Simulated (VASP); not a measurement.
# Si2Mo (P3_212) in VASP: single point with PBEsol

Aim: the single point of Si2Mo with PBEsol.

Everything below comes from runs of VASP 6.6.1. Logs are shortened: lines on timing, memory, paths and dates and some standing lists are left out, and cuts for length are marked.

## (1) The cell of the first run

Symmetry: P3_212, No. 153, trigonal system. The conventional cell has a = 4.574 Å, b = 4.574 Å, c = 6.567 Å, α = 90.00°, β = 90.00°, γ = 120.00°. Si (site symmetry 2) has 5 Mo at 2.55 to 2.65 Å and 9 Si at 2.56 to 3.30 Å within 3.4 Å. Within 3.4 Å of Si (site symmetry 2) lie 9 Si at 2.56 to 3.35 Å and 5 Mo at 2.58 to 2.71 Å. Mo (site symmetry 2) has 10 Si at 2.55 to 2.71 Å and 4 Mo at 3.07 to 3.27 Å within 3.4 Å.

## (2) Single point, PBEsol (atoms displaced along a vibrational mode)

The input, INCAR:

```
SYSTEM = Si2Mo
PREC = Accurate ; ENCUT = 520
EDIFF = 1E-6 ; ISMEAR = 0
SIGMA = 0.15 ; LREAL = .FALSE.
LASPH = .TRUE. ; NELM = 60
ALGO = Normal ; ISIF = 2
LWAVE = .FALSE. ; LCHARG = .FALSE.
GGA = PS ; NBANDS = 43
```

The input, KPOINTS:

```
regular mesh
0
G
  12 12 6
  0 0 0
```

The input, POSCAR:

```
Si2Mo
1.0
    4.5744403908      0.0000000000      0.0000000000
   -2.2872201954      3.9615815865      0.0000000000
    0.0000000000      0.0000000000      6.5665572496
Si Mo
6 3
Direct
    0.1799445925      0.8200554075      0.8333333333
    0.2967830759      0.1483915379      0.1666666667
    0.8516084621      0.7032169241      0.5000000000
    0.8516084621      0.1483915379      0.8333333333
    0.6401108150      0.8200554075      0.1666666667
    0.1799445925      0.3598891850      0.5000000000
    0.5099679789      0.0199359578      0.5000000000
   -0.0199359578      0.4900320211      0.1666666667
    0.5099679789      0.4900320211      0.8333333333
```

Potentials or basis: VASP PAW PBE potentials, release 64 (Si, Mo_sv).

Launch:

```console
$ cat potpaw_PBE.64/Si/POTCAR potpaw_PBE.64/Mo_sv/POTCAR > POTCAR
$ mpirun -np 1 vasp_std > vasp.out
```

OUTCAR:

```text
SYSTEM = Si2Mo
   PREC = Accurate
   ENCUT = 520
   EDIFF = 1E-6
   ISMEAR = 0
   LREAL = .FALSE.
   LASPH = .TRUE.
   NELM = 60
   ISIF = 2
   GGA = PS

 ion  position               nearest neighbor table
   1  0.180  0.820  0.833-   7 2.55   8 2.55   3 2.56   2 2.56   4 2.60   9 2.61   9 2.65   9 2.65
                             4 2.66   4 2.66   6 3.04   5 3.04
   2  0.297  0.148  0.167-   6 2.56   1 2.56   7 2.58   9 2.58   5 2.60   8 2.61   8 2.61   5 2.66
                             5 2.66   8 2.71   3 2.99   4 2.99
   3  0.852  0.703  0.500-   1 2.56   5 2.56   8 2.58   9 2.58   6 2.60   7 2.61   7 2.61   6 2.66
                             6 2.66   7 2.71   4 2.99   2 2.99
   4  0.852  0.148  0.833-   6 2.56   5 2.56   7 2.58   8 2.58   1 2.60   9 2.61   9 2.61   1 2.66
                             1 2.66   9 2.71   3 2.99   2 2.99
   5  0.640  0.820  0.167-   7 2.55   9 2.55   3 2.56   4 2.56   2 2.60   8 2.61   8 2.65   8 2.65
                             2 2.66   2 2.66   6 3.04   1 3.04
   6  0.180  0.360  0.500-   8 2.55   9 2.55   4 2.56   2 2.56   3 2.60   7 2.61   7 2.65   7 2.65
                             3 2.66   3 2.66   5 3.04   1 3.04
   7  0.510  0.020  0.500-   1 2.55   5 2.55   2 2.58   4 2.58   3 2.61   3 2.61   6 2.61   6 2.65
                             6 2.65   3 2.71   8 3.07   9 3.07   9 3.27   8 3.27
   8  0.980  0.490  0.167-   6 2.55   1 2.55   3 2.58   4 2.58   2 2.61   2 2.61   5 2.61   5 2.65
                             5 2.65   2 2.71   7 3.07   9 3.07   7 3.27   9 3.27
   9  0.510  0.490  0.833-   6 2.55   5 2.55   3 2.58   2 2.58   4 2.61   4 2.61   1 2.61   1 2.65
                             1 2.65   4 2.71   7 3.07   8 3.07   7 3.27   8 3.27

  LATTYP: Found a hexagonal cell.
 ALAT       =     4.5744403908
 C/A-ratio  =     1.4354886475

  Lattice vectors:

 A1 = (   4.5744403908,   0.0000000000,   0.0000000000)
 A2 = (  -2.2872201954,   3.9615815865,   0.0000000000)
 A3 = (   0.0000000000,   0.0000000000,   6.5665572496)

Analysis of symmetry for initial positions (statically):
=====================================================================
 Subroutine PRICEL returns:
 Original cell was already a primitive cell.

 Routine SETGRP: Setting up the symmetry group for a
 hexagonal supercell.

 Subroutine GETGRP returns: Found  6 space group operations
 (whereof  2 operations were pure point group operations)
 out of a pool of 24 trial point group operations.

The static configuration has the point symmetry C_2 .
 The point group associated with its full space group is D_3 .

Analysis of symmetry for dynamics (positions and initial velocities):
=====================================================================
 Subroutine PRICEL returns:
 Original cell was already a primitive cell.

 Routine SETGRP: Setting up the symmetry group for a
 hexagonal supercell.

 Subroutine GETGRP returns: Found  6 space group operations
 (whereof  2 operations were pure point group operations)
 out of a pool of 24 trial point group operations.

The dynamic configuration has the point symmetry C_2 .
 The point group associated with its full space group is D_3 .

 Subroutine INISYM returns: Found  6 space group operations
 (whereof  2 operations are pure point group operations),
 and found     1 'primitive' translations

----------------------------------------------------------------------------------------

                                     Primitive cell

  volume of cell :     118.9993

  direct lattice vectors                    reciprocal lattice vectors
     4.574440391  0.000000000  0.000000000     0.218605975  0.126212218  0.000000000
    -2.287220195  3.961581586  0.000000000     0.000000000  0.252424437  0.000000000
     0.000000000  0.000000000  6.566557250     0.000000000  0.000000000  0.152286801

  length of vectors
     4.574440391  4.574440391  6.566557250     0.252424437  0.252424437  0.152286801

  position of ions in fractional coordinates (direct lattice)
     0.179944593  0.820055407  0.833333333
     0.296783076  0.148391538  0.166666667
     0.851608462  0.703216924  0.500000000
     0.851608462  0.148391538  0.833333333
     0.640110815  0.820055407  0.166666667
     0.179944593  0.359889185  0.500000000
     0.509967979  0.019935958  0.500000000
     0.980064042  0.490032021  0.166666667
     0.509967979  0.490032021  0.833333333

  ion indices of the primitive-cell ions
   primitive index   ion index
                 1           1
                 2           2
                 3           3
                 4           4
                 5           5
                 6           6
                 7           7
                 8           8
                 9           9

----------------------------------------------------------------------------------------

 KPOINTS: regular mesh

Automatic generation of k-mesh.
 Grid dimensions read from file:
 generate k-points for:   12   12    6

 Generating k-lattice:

  Cartesian coordinates                     Fractional coordinates (reciprocal lattice)
     0.018217165  0.010517685  0.000000000     0.083333333  0.000000000  0.000000000
     0.000000000  0.021035370  0.000000000     0.000000000  0.083333333  0.000000000
     0.000000000  0.000000000  0.025381134     0.000000000  0.000000000  0.166666667

  Length of vectors
     0.021035370  0.021035370  0.025381134

  Shift w.r.t. Gamma in fractional coordinates (k-lattice)
     0.000000000  0.000000000  0.000000000

 Subroutine IBZKPT returns following result:
 ===========================================

 Found    100 irreducible k-points:

 Following reciprocal coordinates:
            Coordinates               Weight
  0.000000  0.000000  0.000000      1.000000
  0.083333  0.000000  0.000000      6.000000
  0.166667  0.000000  0.000000      6.000000
  0.250000  0.000000  0.000000      6.000000
  0.333333  0.000000  0.000000      6.000000
  0.416667  0.000000  0.000000      6.000000
[... 16 lines left out ...]
  0.250000  0.000000  0.166667     12.000000
  0.333333  0.000000  0.166667     12.000000
 [... further k-points ...]
   k-points           NKPTS =    100   k-points in BZ     NKDIM =    100   number of bands    NBANDS=     43
   number of dos      NEDOS =    301   number of ions     NIONS =      9
   total plane-waves  NPLWV =  64800
   dimension x,y,z NGX =    36 NGY =   36 NGZ =   50
   dimension x,y,z NGXF=    72 NGYF=   72 NGZF=  100
   ions per type =               6   3
   NGX,Y,Z   is equivalent  to a cutoff of  13.08, 13.08, 12.66 a.u.
   NGXF,Y,Z  is equivalent  to a cutoff of  26.17, 26.17, 25.32 a.u.
 SYSTEM =  Si2Mo
   PREC   = accura    normal or accurate (medium, high low for compatibility)
   ISTART =      0    job   : 0-new  1-cont  2-samecut
   ICHARG =      2    charge: 1-file 2-atom 10-const
   ISPIN  =      1    spin polarized calculation?
   LNONCOLLINEAR =      F non collinear calculations
   LSORBIT =      F    spin-orbit coupling
   LASPH  =      T    aspherical Exc in radial PAW
   ENCUT  =  520.0 eV  38.22 Ry    6.18 a.u.   8.51  8.51 12.21*2*pi/ulx,y,z
   NELM   =     60;   NELMIN=  2; NELMDL= -5     # of ELM steps
   EDIFF  = 0.1E-05   stopping-criterion for ELM
   LREAL  =      F    real-space projection
   EDIFFG = 0.1E-04   stopping-criterion for IOM
   NSW    =      0    number of steps for IOM
   IBRION =     -1    ionic relax: 0-MD 1-quasi-New 2-CG
   NFREE  =      0    steps in history (QN), initial steepest desc. (CG)
   ISIF   =      2    stress and relaxation
   ISYM   =      2    0-nonsym 1-usesym 2-fastsym
   POTIM  = 0.5000    time-step for ionic-motion
   TEBEG  =    0.0;   TEEND  =   0.0 temperature during run
   PSTRESS=    0.0 pullay stress
   NELECT =      66.0000    total number of electrons
   NUPDOWN=      -1.0000    fix difference up-down
   EMIN   =  10.00;   EMAX   =-10.00  energy-range for DOS
   EFERMI =   0.00;   METHOD = LEGACY
   ISMEAR =     0;   SIGMA  =   0.15  broadening in eV -4-tet -1-fermi 0-gaus
   EFERMI_NEDOS =   21; number of points for ismear=-14 and -15
   IALGO  =     38    algorithm
   IMIX   =      4    mixing-type and parameters
     AMIX     =   0.40;   BMIX     =  1.00
     AMIX_MAG =   1.60;   BMIX_MAG =  1.00
  volume/ion in A,a.u.               =      13.22        89.23
  Fermi-wavevector in a.u.,A,eV,Ry     =   1.345059  2.541793 24.615443  1.809184
  Thomas-Fermi vector in A             =   2.473003
   LORBIT       =      0    0 simple, 1 ext, 2 COOP (PROOUT), +10 PAW based schemes
   GGA     = PS    functional components
   LHFCALC =     F    Hartree Fock is set to
   AEXX    =    0.0000 exact exchange contribution
   IVDW    =     0    specifies the selected vdW correction
   LEPSILON=     F    determine dielectric tensor
   LRPA    =     F    only Hartree local field effects (RPA)
 non-spin polarized calculation
 Gauss-broadening in eV      SIGMA  =   0.15
  energy-cutoff  :      520.00
  volume of cell :      119.00
 maximum number of plane-waves:      3236
 NGX is ok and might be reduce to    36
   NGX = 17   NGY = 17   NGZ = 25

 number of electron      66.0000003 magnetization

 Free energy of the ion-electron system (eV)
  ---------------------------------------------------
  ext. energy  EPLUGINS =         0.00000000
  ---------------------------------------------------
  free energy    TOTEN  =       -74.68673280 eV

  energy without entropy =      -74.68395793  energy(sigma->0) =      -74.68534537

 E-fermi :  12.9573     XC(G=0): -12.5764

 val. band max:       12.9450490405   @ k =   0.5000   0.0000   0.0000
 cond. band min:      12.9574347788   @ k =   0.5000   0.0000   0.5000
 fundamental gap:      0.0123857383
 Fermi energy:        12.9572866024

 k-point     1 :       0.0000    0.0000    0.0000
  band No.  band energies     occupation
      1     -48.1047      2.00000
      2     -48.0708      2.00000
      3     -48.0708      2.00000
      4     -22.3903      2.00000
      5     -22.3903      2.00000
      6     -22.3903      2.00000
[... 35 lines left out ...]
     42      16.0027      0.00000
     43      16.2398      0.00000
[... 1017 lines left out ...]
      3     -48.0687      2.00000
      4     -22.4376      2.00000
      5     -22.4217      2.00000
      6     -22.3801      2.00000
[... 35 lines left out ...]
     42      16.3309      0.00000
     43      16.7160      0.00000

 [... further k-points ...]
[... 5 lines left out ...]
  --------------------------------------------------------------------------------------
  -------------------------------------------------------------------------------------
  Total        0.2678375      0.2678375      0.6454377      0.0000000      0.0000000     -0.0000000
  in kB        3.6060991      3.6060991      8.6900168      0.0000000      0.0000000     -0.0000000
  external PRESSURE =       5.3007383 kB  Pullay stress =       0.0000000 kB

 VOLUME and BASIS-vectors are now :
 -----------------------------------------------------------------------------
  energy-cutoff  :      520.00
  volume of cell :      119.00
      direct lattice vectors                 reciprocal lattice vectors
     4.574440391  0.000000000  0.000000000     0.218605975  0.126212218  0.000000000
    -2.287220195  3.961581586  0.000000000     0.000000000  0.252424437  0.000000000
     0.000000000  0.000000000  6.566557250     0.000000000  0.000000000  0.152286801

 POSITION                                       TOTAL-FORCE (eV/Angst)
 -----------------------------------------------------------------------------------
     -1.05250      3.24872      5.47213        -0.425488      0.245656     -0.000000
      1.01821      0.58787      1.09443         0.411028      0.237307     -0.000000
      2.28722      2.78585      3.28328        -0.000000     -0.474614     -0.000000
      3.55623      0.58787      5.47213        -0.411028      0.237307      0.000000
      1.05250      3.24872      1.09443         0.425488      0.245656      0.000000
      0.00000      1.42573      3.28328         0.000000     -0.491311     -0.000000
      2.28722      0.07898      3.28328         0.000000     -0.997089     -0.000000
      3.36243      1.94130      1.09443         0.863505      0.498545     -0.000000
      1.21201      1.94130      5.47213        -0.863505      0.498545      0.000000
 -----------------------------------------------------------------------------------
    total drift:                               -0.000001      0.000005      0.000001

  FREE ENERGIE OF THE ION-ELECTRON SYSTEM (eV)
  ---------------------------------------------------
  free  energy   TOTEN  =       -74.6867328013 eV

  energy  without entropy=      -74.6839579309  energy(sigma->0) =      -74.68534537
```

It took 7.9 min on 1 thread of Intel Xeon Platinum 8375C at 2.90GHz (Ice Lake), shared host; peak memory 0.5 GiB.

Results:

| Quantity | Value |
| --- | --- |
| Free energy | -74.6867 eV |
| Pressure | 0.5 GPa |
| Largest force | 0.997 eV/Å |
| Band gap on the k mesh | zero (bands 33 and 34 overlap by 0.01 eV) |

Forces on the atoms (eV/Å):
```
Si  -0.425  0.246  0.000
Si   0.411  0.237  0.000
Si   0.000 -0.475  0.000
Si  -0.411  0.237  0.000
Si   0.425  0.246  0.000
Si   0.000 -0.491  0.000
Mo   0.000 -0.997  0.000
Mo   0.864  0.499  0.000
Mo  -0.864  0.499  0.000
```

Caveat: the cell differs from its parent crystal (atoms displaced along a vibrational mode); the PAW data sets were made with another functional, which shifts forces and pressure a little.
